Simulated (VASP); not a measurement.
# Ti (P6_3/mmc) in VASP: notebook

Aim: see how the results for Ti move with the level of theory and the settings. Levels: RPBE+D4, revPBE+D3(BJ). Tasks: relaxation of cell and atoms.

Program: VASP 6.6.1. These are calculated values, not measurements. Logs are shortened: lines on timing, memory, paths and dates and some standing lists are left out, and cuts for length are marked.

## (1) The cell of the first run

Symmetry: P6_3/mmc, No. 194, hexagonal system. Conventional cell: a = 2.950 Å, b = 2.950 Å, c = 4.680 Å, α = 90.00°, β = 90.00°, γ = 120.00°. Within 3.8 Å of Ti (site symmetry -6m2) lie 12 Ti at 2.89 to 2.95 Å.

## (2) Relaxation of cell and atoms, RPBE+D4

INCAR reads:

```
PREC = Accurate ; ENCUT = 600
EDIFF = 1E-6 ; ISMEAR = -1
SIGMA = 0.05 ; LREAL = False
LASPH = True ; NELM = 100
ALGO = Fast ; ISIF = 3
LWAVE = False ; LCHARG = False
GGA = RP ; IVDW = 13
IBRION = 2 ; NSW = 60
EDIFFG = -0.01
```

KPOINTS reads:

```
regular mesh
0
Gamma
  10 10 6
```

POSCAR reads:

```
Ti
1.0
    2.9500000000      0.0000000000      0.0000000000
   -1.4750000000      2.5547749412      0.0000000000
    0.0000000000      0.0000000000      4.6800000000
Ti
2
Direct
    0.6666666667      0.3333333333      0.7500000000
    0.3333333333      0.6666666667      0.2500000000
```

Potentials or basis: VASP PAW PBE potentials, release 64 (Ti_sv).

Command:

```bash
$ cat potpaw_PBE.64/Ti_sv/POTCAR > POTCAR
$ mpirun -np 1 vasp_std > vasp.out
```

OUTCAR:

```text
PREC = Accurate
   ENCUT = 600
   EDIFF = 1E-6
   ISMEAR = -1
   LREAL = False
   LASPH = True
   NELM = 100
   ISIF = 3
   GGA = RP
   IVDW = 13
   IBRION = 2
   NSW = 60
   EDIFFG = -0.01

 ion  position               nearest neighbor table
   1  0.667  0.333  0.750-   2 2.89   2 2.89   2 2.89   2 2.89   2 2.89   2 2.89
   2  0.333  0.667  0.250-   1 2.89   1 2.89   1 2.89   1 2.89   1 2.89   1 2.89

  LATTYP: Found a hexagonal cell.
 ALAT       =     2.9500000000
 C/A-ratio  =     1.5864406780

  Lattice vectors:

 A1 = (   2.9500000000,   0.0000000000,   0.0000000000)
 A2 = (  -1.4750000000,   2.5547749412,   0.0000000000)
 A3 = (   0.0000000000,   0.0000000000,   4.6800000000)

Analysis of symmetry for initial positions (statically):
=====================================================================
 Subroutine PRICEL returns:
 Original cell was already a primitive cell.

 Routine SETGRP: Setting up the symmetry group for a
 hexagonal supercell.

 Subroutine GETGRP returns: Found 24 space group operations
 (whereof 12 operations were pure point group operations)
 out of a pool of 24 trial point group operations.

The static configuration has the point symmetry D_3d.
 The point group associated with its full space group is D_6h.

Analysis of symmetry for dynamics (positions and initial velocities):
=====================================================================
 Subroutine PRICEL returns:
 Original cell was already a primitive cell.

 Routine SETGRP: Setting up the symmetry group for a
 hexagonal supercell.

 Subroutine GETGRP returns: Found 24 space group operations
 (whereof 12 operations were pure point group operations)
 out of a pool of 24 trial point group operations.

The dynamic configuration has the point symmetry D_3d.
 The point group associated with its full space group is D_6h.

 Subroutine INISYM returns: Found 24 space group operations
 (whereof 12 operations are pure point group operations),
 and found     1 'primitive' translations

----------------------------------------------------------------------------------------

                                     Primitive cell

  volume of cell :      35.2712

  direct lattice vectors                    reciprocal lattice vectors
     2.950000000  0.000000000  0.000000000     0.338983051  0.195711956  0.000000000
    -1.475000000  2.554774941  0.000000000     0.000000000  0.391423911  0.000000000
     0.000000000  0.000000000  4.680000000     0.000000000  0.000000000  0.213675214

  length of vectors
     2.950000000  2.950000000  4.680000000     0.391423911  0.391423911  0.213675214

  position of ions in fractional coordinates (direct lattice)
     0.666666667  0.333333333  0.750000000
     0.333333333  0.666666667  0.250000000

  ion indices of the primitive-cell ions
   primitive index   ion index
                 1           1
                 2           2

----------------------------------------------------------------------------------------

 KPOINTS: regular mesh

Automatic generation of k-mesh.
 Grid dimensions read from file:
 generate k-points for:   10   10    6

 Generating k-lattice:

  Cartesian coordinates                     Fractional coordinates (reciprocal lattice)
     0.033898305  0.019571196  0.000000000     0.100000000 -0.000000000  0.000000000
     0.000000000  0.039142391  0.000000000     0.000000000  0.100000000  0.000000000
     0.000000000  0.000000000  0.035612536     0.000000000  0.000000000  0.166666667

  Length of vectors
     0.039142391  0.039142391  0.035612536

  Shift w.r.t. Gamma in fractional coordinates (k-lattice)
     0.000000000  0.000000000  0.000000000

 Subroutine IBZKPT returns following result:
 ===========================================

 Found     56 irreducible k-points:

 Following reciprocal coordinates:
            Coordinates               Weight
  0.000000  0.000000  0.000000      1.000000
  0.100000  0.000000  0.000000      6.000000
  0.200000  0.000000  0.000000      6.000000
  0.300000  0.000000  0.000000      6.000000
  0.400000  0.000000  0.000000      6.000000
  0.500000  0.000000  0.000000      3.000000
[... 16 lines left out ...]
  0.300000  0.100000  0.166667     24.000000
  0.400000  0.100000  0.166667     24.000000
 [... further k-points ...]
   k-points           NKPTS =     56   k-points in BZ     NKDIM =     56   number of bands    NBANDS=     16
   number of dos      NEDOS =    301   number of ions     NIONS =      2
   total plane-waves  NPLWV =  23040
   dimension x,y,z NGX =    24 NGY =   24 NGZ =   40
   dimension x,y,z NGXF=    48 NGYF=   48 NGZF=   80
   ions per type =               2
   NGX,Y,Z   is equivalent  to a cutoff of  13.53, 13.53, 14.21 a.u.
   NGXF,Y,Z  is equivalent  to a cutoff of  27.05, 27.05, 28.42 a.u.
 SYSTEM =  unknown system
   PREC   = accura    normal or accurate (medium, high low for compatibility)
   ISTART =      0    job   : 0-new  1-cont  2-samecut
   ICHARG =      2    charge: 1-file 2-atom 10-const
   ISPIN  =      1    spin polarized calculation?
   LNONCOLLINEAR =      F non collinear calculations
   LSORBIT =      F    spin-orbit coupling
   LASPH  =      T    aspherical Exc in radial PAW
   ENCUT  =  600.0 eV  44.10 Ry    6.64 a.u.   5.89  5.89  9.35*2*pi/ulx,y,z
   NELM   =    100;   NELMIN=  2; NELMDL= -5     # of ELM steps
   EDIFF  = 0.1E-05   stopping-criterion for ELM
   LREAL  =      F    real-space projection
   EDIFFG = -.1E-01   stopping-criterion for IOM
   NSW    =     60    number of steps for IOM
   IBRION =      2    ionic relax: 0-MD 1-quasi-New 2-CG
   NFREE  =      1    steps in history (QN), initial steepest desc. (CG)
   ISIF   =      3    stress and relaxation
   ISYM   =      2    0-nonsym 1-usesym 2-fastsym
   POTIM  = 0.5000    time-step for ionic-motion
   TEBEG  =    0.0;   TEEND  =   0.0 temperature during run
   PSTRESS=    0.0 pullay stress
   NELECT =      24.0000    total number of electrons
   NUPDOWN=      -1.0000    fix difference up-down
   EMIN   =  10.00;   EMAX   =-10.00  energy-range for DOS
   EFERMI =   0.00;   METHOD = LEGACY
   ISMEAR =    -1;   SIGMA  =   0.05  broadening in eV -4-tet -1-fermi 0-gaus
   EFERMI_NEDOS =   21; number of points for ismear=-14 and -15
   IALGO  =     68    algorithm
   IMIX   =      4    mixing-type and parameters
     AMIX     =   0.40;   BMIX     =  1.00
     AMIX_MAG =   1.60;   BMIX_MAG =  1.00
  volume/ion in A,a.u.               =      17.64       119.01
  Fermi-wavevector in a.u.,A,eV,Ry     =   1.439920  2.721055 28.209912  2.073370
  Thomas-Fermi vector in A             =   2.558722
   LORBIT       =      0    0 simple, 1 ext, 2 COOP (PROOUT), +10 PAW based schemes
   GGA     = RP    functional components
   LHFCALC =     F    Hartree Fock is set to
   AEXX    =    0.0000 exact exchange contribution
   IVDW    =    13    specifies the selected vdW correction
   LEPSILON=     F    determine dielectric tensor
   LRPA    =     F    only Hartree local field effects (RPA)
 conjugate gradient relaxation of ions
 non-spin polarized calculation
 RMM-DIIS sequential band-by-band and
  energy-cutoff  :      600.00
  volume of cell :       35.27
 maximum number of plane-waves:      1194
 NGX is ok and might be reduce to    24
   NGX = 11   NGY = 11   NGZ = 19

--------------------------------------- Ionic step        1  -------------------------------------------

 number of electron      23.9999997 magnetization

 Free energy of the ion-electron system (eV)
  ---------------------------------------------------
  ext. energy  EPLUGINS =         0.00000000
  ---------------------------------------------------
  free energy    TOTEN  =       -14.88300961 eV

  energy without entropy =      -14.86389196  energy(sigma->0) =      -14.87345078

------------------------ aborting loop because EDIFF is reached ----------------------------------------

  DFT-D4 for vdW energy calculation

  Edisp (eV):   -0.71593

  FORCE on cell =-STRESS in cart. coord.  units (eV):
  Direction    XX          YY          ZZ          XY          YZ          ZX
  --------------------------------------------------------------------------------------
  -------------------------------------------------------------------------------------
  Total      -0.40021    -0.40021    -0.46911     0.00000    -0.00000     0.00000
  in kB     -18.17942   -18.17942   -21.30909     0.00000    -0.00000     0.00000
  external pressure =      -19.22 kB  Pullay stress =        0.00 kB
[... 221 lines left out ...]
  energy  without entropy=      -15.5832917344  energy(sigma->0) =      -15.59283559

--------------------------------------- Ionic step        7  -------------------------------------------

 number of electron      23.9999993 magnetization

 Free energy of the ion-electron system (eV)
  ---------------------------------------------------
  ext. energy  EPLUGINS =         0.00000000
  ---------------------------------------------------
  free energy    TOTEN  =       -14.87425053 eV

  energy without entropy =      -14.85515827  energy(sigma->0) =      -14.86470440

 E-fermi :   8.4652     XC(G=0): -11.3991

 val. band max:        8.4643992439   @ k =   0.0000   0.0000   0.3333
 cond. band min:       8.4820540455   @ k =   0.3000   0.3000   0.3333
 fundamental gap:      0.0176548016
 Fermi energy:         8.4651505130

 k-point     1 :       0.0000    0.0000    0.0000
  band No.  band energies     occupation
      1     -48.5278      2.00000
      2     -48.3915      2.00000
      3     -25.0458      2.00000
      4     -24.4038      2.00000
      5     -24.4038      2.00000
      6     -24.3387      2.00000
[... 8 lines left out ...]
     15       9.7581      0.00000
     16       9.7581      0.00000
[... 420 lines left out ...]
  band No.  band energies     occupation
      1     -48.4083      2.00000
      2     -48.3697      2.00000
      3     -24.8943      2.00000
      4     -24.7808      2.00000
      5     -24.6752      2.00000
      6     -24.5510      2.00000
[... 8 lines left out ...]
     15       9.6448      0.00000
     16      11.5360      0.00000

 [... further k-points ...]

------------------------ aborting loop because EDIFF is reached ----------------------------------------

  DFT-D4 for vdW energy calculation

  Edisp (eV):   -0.72816

  FORCE on cell =-STRESS in cart. coord.  units (eV):
  Direction    XX          YY          ZZ          XY          YZ          ZX
  --------------------------------------------------------------------------------------
  -------------------------------------------------------------------------------------
  Total       0.01228     0.01228    -0.01018     0.00000     0.00000     0.00000
  in kB       0.56746     0.56746    -0.47027     0.00000     0.00000     0.00000
  external pressure =        0.22 kB  Pullay stress =        0.00 kB
[... 17 lines left out ...]
  FREE ENERGIE OF THE ION-ELECTRON SYSTEM (eV)
  ---------------------------------------------------
  free  energy   TOTEN  =       -15.6024088784 eV

  energy  without entropy=      -15.5833166208  energy(sigma->0) =      -15.59286275

 reached required accuracy - stopping structural energy minimisation
```

It took 8.3 min on 1 thread of AMD EPYC 7R43 (Zen 3), shared host; peak memory 0.14 GiB.

What came out:

```
Free energy                            : -15.6024 eV
Relaxed volume                         : 17.33 Å³/atom
Relaxed cell                           : a = 2.935 Å, b = 2.935 Å, c = 4.647 Å, α = 90.00°, β = 90.00°, γ = 120.00°
Space group after relaxing (to 0.05 Å) : P6_3/mmc (No. 194)
Energy gained by relaxing              : 1.7 meV/atom
Ionic steps                            : 7
Pressure after relaxing                : 0.0 GPa
Band gap on the k mesh                 : zero (band 12 reaches 9.26 eV, above the bottom of band 13 at 8.23 eV)
Dispersion energy per atom             : -0.364 eV
```

Stress tensor (GPa, compression positive):
```
 0.06  0.00  0.00
 0.00  0.06  0.00
 0.00  0.00 -0.05
```

Step by step:
```csv
step,energy change (eV),largest force (eV/Å),pressure (GPa),volume (Å³)
1,0.0000,0.0000,-1.92,35.27
2,-0.0012,0.0000,1.44,34.20
3,-0.0034,0.0000,0.00,34.69
4,-0.0034,0.0000,-0.01,34.68
5,-0.0029,0.0000,0.68,34.44
6,-0.0034,0.0000,0.05,34.67
7,-0.0035,0.0000,0.02,34.67
```

Final structure:
```
Ti
1.0
     2.93507    0.00000    0.00000
    -1.46753    2.54184    0.00000
     0.00000    0.00000    4.64662
Ti
2
Direct
  0.66667 0.33333 0.75000
  0.33333 0.66667 0.25000
```

Caveat: the PAW data sets were made with another functional, which shifts forces and pressure a little; pairwise dispersion overbinds metals, which lowers pressure and volume.

## (3) Relaxation of cell and atoms, revPBE+D3(BJ)

INCAR reads:

```
SYSTEM = Ti
  PREC = Accurate
  ENCUT = 600
  EDIFF = 1E-6
  ISMEAR = -1
  SIGMA = 0.05
  LREAL = .FALSE.
  LASPH = .TRUE.
  NELM = 60
  ALGO = Normal
  ISIF = 3
  LWAVE = .FALSE.
  LCHARG = .FALSE.
  GGA = RE
  IVDW = 12
  IBRION = 2
  NSW = 60
  EDIFFG = -0.01
```

KPOINTS reads:

```
regular mesh
0
G
  10 10 6
  0 0 0
```

POSCAR is that of step 2.

Potentials or basis: VASP PAW PBE potentials, release 64 (Ti_sv).

Command:

```bash
$ cat potpaw_PBE.64/Ti_sv/POTCAR > POTCAR
$ mpirun -np 1 vasp_std > vasp.out
```

OUTCAR:

```text
SYSTEM = Ti
   PREC = Accurate
   ENCUT = 600
   EDIFF = 1E-6
   ISMEAR = -1
   LREAL = .FALSE.
   LASPH = .TRUE.
   NELM = 60
   ISIF = 3
   GGA = RE
   IVDW = 12
   IBRION = 2
   NSW = 60
   EDIFFG = -0.01
 IVDW          = 12

 ion  position               nearest neighbor table
   1  0.667  0.333  0.750-   2 2.89   2 2.89   2 2.89   2 2.89   2 2.89   2 2.89
   2  0.333  0.667  0.250-   1 2.89   1 2.89   1 2.89   1 2.89   1 2.89   1 2.89

  LATTYP: Found a hexagonal cell.
 ALAT       =     2.9500000000
 C/A-ratio  =     1.5864406780

  Lattice vectors:

 A1 = (   2.9500000000,   0.0000000000,   0.0000000000)
 A2 = (  -1.4750000000,   2.5547749412,   0.0000000000)
 A3 = (   0.0000000000,   0.0000000000,   4.6800000000)

Analysis of symmetry for initial positions (statically):
=====================================================================
 Subroutine PRICEL returns:
 Original cell was already a primitive cell.

 Routine SETGRP: Setting up the symmetry group for a
 hexagonal supercell.

 Subroutine GETGRP returns: Found 24 space group operations
 (whereof 12 operations were pure point group operations)
 out of a pool of 24 trial point group operations.

The static configuration has the point symmetry D_3d.
 The point group associated with its full space group is D_6h.

Analysis of symmetry for dynamics (positions and initial velocities):
[... 156 lines left out ...]
  ---------------------------------------------------
  ext. energy  EPLUGINS =         0.00000000
  ---------------------------------------------------
  free energy    TOTEN  =       -15.04516646 eV

  energy without entropy =      -15.02590798  energy(sigma->0) =      -15.03553722

------------------------ aborting loop because EDIFF is reached ----------------------------------------

 Edisp (eV)   -2.20237

 E8    (eV) :    -1.5983
[... 31 lines left out ...]
--------------------------------------- Ionic step        2  -------------------------------------------

 number of electron      23.9999993 magnetization

 E-fermi :  10.0839     XC(G=0): -12.1361

 val. band max:        9.9716072201   @ k =   0.3000   0.3000   0.3333
 cond. band min:      10.0868608205   @ k =   0.1000   0.1000   0.3333
 fundamental gap:      0.1152536004
 Fermi energy:        10.0839120570

 k-point     1 :       0.0000    0.0000    0.0000
  band No.  band energies     occupation
      1     -46.6489      2.00000
      2     -46.4046      2.00000
      3     -23.3846      2.00000
      4     -22.3827      2.00000
      5     -22.3827      2.00000
      6     -22.2599      2.00000
[... 646 lines left out ...]
--------------------------------------- Ionic step        7  -------------------------------------------

 number of electron      24.0000008 magnetization

 Free energy of the ion-electron system (eV)
  ---------------------------------------------------
  ext. energy  EPLUGINS =         0.00000000
  ---------------------------------------------------
  free energy    TOTEN  =       -14.91835137 eV

  energy without entropy =      -14.90028963  energy(sigma->0) =      -14.90932050

 E-fermi :   9.3066     XC(G=0): -11.8079

 val. band max:        9.2967723901   @ k =   0.3000   0.2000   0.5000
 cond. band min:       9.3371278632   @ k =   0.3000   0.2000   0.3333
 fundamental gap:      0.0403554730
 Fermi energy:         9.3065877407

 k-point     1 :       0.0000    0.0000    0.0000
  band No.  band energies     occupation
      1     -47.5190      2.00000
      2     -47.3295      2.00000
      3     -24.1598      2.00000
      4     -23.3379      2.00000
      5     -23.3379      2.00000
      6     -23.2426      2.00000
[... 480 lines left out ...]
  FREE ENERGIE OF THE ION-ELECTRON SYSTEM (eV)
  ---------------------------------------------------
  free  energy   TOTEN  =       -17.3564636068 eV

  energy  without entropy=      -17.3384018662  energy(sigma->0) =      -17.34743274

 reached required accuracy - stopping structural energy minimisation
```

OSZICAR:

```text
N       E                     dE             d eps       ncg     rms          rms(c)
DAV:   1     0.263129621182E+03    0.26313E+03   -0.14776E+04  1792   0.203E+03
[... 68 lines left out ...]
DAV:   1    -0.149185940416E+02    0.15077E-02   -0.12524E-02  1944   0.170E+00    0.126E-01
DAV:   2    -0.149183941637E+02    0.19988E-03   -0.99138E-04  1944   0.418E-01    0.604E-02
DAV:   3    -0.149183449411E+02    0.49223E-04   -0.37473E-04  2912   0.186E-01    0.258E-02
DAV:   4    -0.149183462485E+02   -0.13073E-05   -0.34892E-05  2184   0.768E-02    0.110E-02
DAV:   5    -0.149183501036E+02   -0.38551E-05   -0.85220E-06  2552   0.236E-02    0.763E-03
DAV:   6    -0.149183511529E+02   -0.10494E-05   -0.19583E-06  1376   0.181E-02    0.121E-03
DAV:   7    -0.149183513688E+02   -0.21585E-06   -0.28734E-07   896   0.684E-03
   7 F= -.17356464E+02 E0= -.17347433E+02  d E =-.285444E-04
```

CONTCAR:

```text
Ti
   1.00000000000000
     2.8603794238619198   -0.0000000000000000    0.0000000000000000
    -1.4301897119309599    2.4771612455593428   -0.0000000000000000
    -0.0000000000000000   -0.0000000000000000    4.5193550867887193
  Ti
     2
Direct
     0.6666666667000030    0.3333333332999970    0.7500000000000000
     0.3333333332999970    0.6666666667000030    0.2500000000000000

  0.00000000E+00  0.00000000E+00  0.00000000E+00
  0.00000000E+00  0.00000000E+00  0.00000000E+00
```

Run time: 3.5 min. Hardware: 1 thread of AMD EPYC 7R43 (Zen 3), shared host; peak memory 0.16 GiB.

What came out:

| Property | Result |
| --- | --- |
| Free energy | -17.3565 eV |
| Relaxed volume | 16.01 Å³/atom |
| Relaxed cell | a = 2.860 Å, b = 2.860 Å, c = 4.519 Å, α = 90.00°, β = 90.00°, γ = 120.00° |
| Space group after relaxing (to 0.05 Å) | P6_3/mmc (No. 194) |
| Energy gained by relaxing | 54.5 meV/atom |
| Ionic steps | 7 |
| Pressure after relaxing | 0.0 GPa |
| Band gap on the k mesh | zero (band 12 reaches 10.13 eV, above the bottom of band 13 at 9.11 eV) |
| Dispersion energy per atom | -1.219 eV |

Step by step:
| step | energy change (eV) | largest force (eV/Å) | pressure (GPa) | volume (Å³) |
| --- | --- | --- | --- | --- |
| 1 | 0.0000 | 0.0000 | -9.98 | 35.27 |
| 2 | -0.0529 | 0.0000 | 9.09 | 29.96 |
| 3 | -0.1088 | 0.0000 | -0.07 | 32.04 |
| 4 | -0.1088 | 0.0000 | 0.17 | 31.98 |
| 5 | -0.1089 | 0.0000 | -0.13 | 32.05 |
| 6 | -0.1089 | 0.0000 | -0.09 | 32.04 |
| 7 | -0.1089 | 0.0000 | -0.01 | 32.02 |

Final structure:
```
Ti
1.0
     2.86038    0.00000    0.00000
    -1.43019    2.47716    0.00000
     0.00000    0.00000    4.51936
Ti
2
Direct
  0.66667 0.33333 0.75000
  0.33333 0.66667 0.25000
```

Levels at points of the mesh, in eV from the Fermi level:
```csv
k point,band 8,band 9,band 10,band 11,band 12,band 13,band 14,band 15,band 16
"(0.00, 0.00, 0.00)",-32.52,-6.41,-2.89,0.83,0.83,0.97,1.02,1.39,1.39
"(0.50, 0.00, 0.00)",-32.60,-2.45,-2.40,-2.06,-0.56,0.49,0.73,1.32,3.70
"(0.00, 0.00, 0.50)",-32.58,-4.43,-4.43,0.10,0.10,0.72,0.72,0.72,0.72
"(0.50, 0.00, 0.50)",-32.72,-2.76,-2.76,-0.90,-0.90,1.55,1.55,1.89,1.89
```

Caveat: the PAW data sets were made with another functional, which shifts forces and pressure a little; pairwise dispersion overbinds metals, which lowers pressure and volume.
